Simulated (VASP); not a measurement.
Set up this calculation in VASP 6.6.1, as the native input.

```yaml
Task: single point
Functional: PBE
Dispersion: D3(BJ)
Potentials_or_basis: VASP PAW PBE potentials, release 64 (Al, As)
Cutoff: 500 eV
k_mesh: 8 × 8 × 8
Occupations: gaussian, width 0.02 eV
Spin: no spin polarisation
Dipole_correction: no
Further_INCAR_settings: ALGO = Normal; EDIFF = 1e-06; NBANDS = 11
```

The structure of AlAs lies in POSCAR:

```
AlAs
1.0
    0.0000000000      2.8321853506      2.8321853506
    2.8321853506      0.0000000000      2.8321853506
    2.8321853506      2.8321853506      0.0000000000
Al As
1 1
Direct
    0.0000000000      0.0000000000      0.0000000000
    0.2500000000      0.2500000000      0.2500000000
```

These files were run (other wordings do the same):

INCAR

```
SYSTEM = AlAs
PREC = Accurate
ENCUT = 500
EDIFF = 1E-6
ISMEAR = 0
SIGMA = 0.02
LREAL = .FALSE.
LASPH = .TRUE.
NELM = 120
ALGO = Normal
ISIF = 2
LWAVE = .FALSE.
LCHARG = .FALSE.
GGA = PE
IVDW = 12
NBANDS = 11
GGA_COMPAT = .FALSE.
```

KPOINTS

```
Automatic mesh
0
G
  8 8 8
  0 0 0
```

Potentials or basis: VASP PAW PBE potentials, release 64 (Al, As).

Command:

```sh
$ cat potpaw_PBE.64/Al/POTCAR potpaw_PBE.64/As/POTCAR > POTCAR
$ mpirun -np 1 vasp_std > vasp.out
```

Results of the run:

```
Pressure                   : 0.2 GPa
Band gap on the k mesh     : 1.44 eV (least direct gap 2.05 eV)
Dispersion energy per atom : -0.317 eV
```

Run time: 16 s on 1 thread of Intel(R) Xeon(R) Platinum 8259CL CPU @ 2.50GHz (Skylake/Cascade Lake), on a shared host, peak memory 0.17 GiB.
